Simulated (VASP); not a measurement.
Input of a VASP 6.6.1 run:

File INCAR:

```
SYSTEM = Sr
ALGO = Normal ; EDIFF = 1E-6
EDIFFG = -0.04 ; ENCUT = 600
GGA = PE ; IBRION = 2
ISIF = 3 ; ISMEAR = 0
LASPH = .TRUE. ; LCHARG = .FALSE.
LREAL = .FALSE. ; LWAVE = .FALSE.
NELM = 100 ; NSW = 90
PREC = Accurate ; SIGMA = 0.1
```

The input KPOINTS:

```
k-points
0
G
  6 4 4
  0 0 0
```

Contents of POSCAR:

```
Sr
1.0
    4.1199886229      0.0000000000      0.0000000000
   -1.4620059776      6.8055205416      0.0000000000
    2.2524106253      2.0259370226      4.7268007517
Sr
2
Direct
    0.2318417210      0.5032983767      0.1478536628
    0.6986822641      0.0404482336      0.7190859399
```

Potentials or basis: VASP PAW PBE potentials, release 64 (Sr_sv).

Launch:

```bash
$ cat potpaw_PBE.64/Sr_sv/POTCAR > POTCAR
$ mpirun -np 1 vasp_std > vasp.out
```

(1) Predict the relaxed volume.

(2) Predict the space group after relaxing (to 0.05 Å).

(3) Predict the band gap on the k mesh.

(4) What does it give for the relaxed cell?

Answers

(1) 54.90 Å³/atom.

(2) C2/c (No. 15).

(3) zero (band 10 reaches 1.68 eV, above the bottom of band 11 at 1.55 eV).

(4) a = 4.366 Å, b = 7.385 Å, c = 4.213 Å, α = 107.84°, β = 59.33°, γ = 106.67°.

Caveat: the volume moved by over 15 % at a fixed basis, so the end points are rough.
